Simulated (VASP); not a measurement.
Mn, 2 atoms in the cell. The structure is hexagonal, space group P6_3/mmc (No. 194). Conventional cell: a = 2.481 Å, b = 2.481 Å, c = 4.016 Å, α = 90.00°, β = 90.00°, γ = 120.00°. Within 3.3 Å of Mn (site symmetry -6m2) lie 12 Mn at 2.47 to 2.48 Å. This isn't the form of Mn at room conditions, which is a 58-atom cubic cell.

| Quantity | Value |
| --- | --- |
| Program | VASP 6.6.1 |
| Task | single point |
| Functional | PBE |
| Potentials or basis | VASP PAW PBE potentials, release 64 (Mn_pv) |
| Cutoff | 500 eV |
| k mesh | 14 × 14 × 8 |
| Occupations | fermi-dirac, width 0.05 eV |
| Spin | non-collinear spin, typed start, spin-orbit coupling |
| Starting moments | [[0.0, 0.0, 3.0], [0.0, 0.0, 3.0]] μB |
| Dipole correction | no |
| Further INCAR settings | ALGO = Normal; EDIFF = 1e-06; NBANDS = 38 |

Potentials or basis: VASP PAW PBE potentials, release 64 (Mn_pv).

The run is started by

```console
$ cat potpaw_PBE.64/Mn_pv/POTCAR > POTCAR
$ mpirun -np 1 vasp_ncl > vasp.out
```

Hardware: 1 thread of Intel(R) Xeon(R) Platinum 8488C (Sapphire Rapids), with other jobs on the host.

Problem. Estimate the wall time of this run.

Solution. It took 4.5 min on 1 thread of Intel(R) Xeon(R) Platinum 8488C (Sapphire Rapids) (shared host), peak memory 0.29 GiB. Counts: scf iterations 13, k points 170.
